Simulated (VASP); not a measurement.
# SnO: single point with PBE+D3(BJ)

Crystal: SnO.

```
Sn O
1.0
     3.83710    0.00000    0.00000
     0.00000    3.83710    0.00000
     0.00000    0.00000    4.76213
Sn O
2 2
Direct
  0.00000 0.50000 0.24324
  0.50000 0.00000 0.75676
  0.02764 0.02764 0.00000
  0.50000 0.50000 0.00000
```

This cell differs from its parent crystal: atom 3 (O) moved +0.150 Å along Cartesian [1 1 0].

```json
{"Program": "VASP 6.6.1", "Task": "single point", "Functional": "PBE", "Dispersion": "D3(BJ)", "Potentials or basis": "VASP PAW PBE potentials, release 64 (Sn_d, O)", "Cutoff": "520 eV", "k mesh": "12 × 12 × 10", "Occupations": "gaussian, width 0.15 eV", "Spin": "no spin polarisation"}
```

```json
{"Pressure": "0.9 GPa", "Largest force": "1.190 eV/Å", "Band gap on the k mesh": "zero (filled and empty bands overlap)", "Dispersion energy per atom": "-0.235 eV"}
```

Forces on the atoms (eV/Å):
```
Sn   0.085  0.291  0.153
Sn   0.291  0.085 -0.153
O   -0.841 -0.841  0.000
O    0.465  0.465  0.000
```

Stress tensor (GPa, compression positive):
```
 1.00  0.34 -0.88
 0.34  1.00  0.88
-0.88  0.88  0.60
```

Levels at points of the mesh, in eV from the Fermi level:
| k point | band 18 | band 19 | band 20 | band 21 | band 22 | band 23 |
| --- | --- | --- | --- | --- | --- | --- |
| (0.00, 0.00, 0.00) | -3.16 | -3.09 | -0.10 | 2.00 | 4.22 | 4.46 |
| (0.50, 0.00, 0.00) | -4.54 | -2.81 | -2.72 | 2.89 | 3.43 | 5.49 |
| (0.50, 0.50, 0.00) | -2.47 | -1.99 | -1.96 | -0.11 | -0.08 | 4.39 |
| (0.00, 0.00, 0.50) | -3.14 | -3.07 | -2.19 | 1.63 | 2.70 | 2.83 |
| (0.50, 0.00, 0.50) | -4.51 | -1.87 | -1.68 | 2.52 | 2.61 | 5.06 |
| (0.50, 0.50, 0.50) | -2.83 | -2.51 | -2.46 | 2.21 | 2.25 | 3.95 |

Run time: 9.6 min on 1 thread of Intel Xeon 6975P-C, on a shared host, peak memory 0.67 GiB.

Caveat: the cell differs from its parent crystal (atom 3 (O) moved +0.150 Å along Cartesian [1 1 0]); spin-orbit coupling is left out, which moves the levels of the heavy elements; pairwise dispersion overbinds metals, which lowers pressure and volume; forces of over 1 eV/Å act on the atoms, so gaps and moduli don't describe the material at rest.
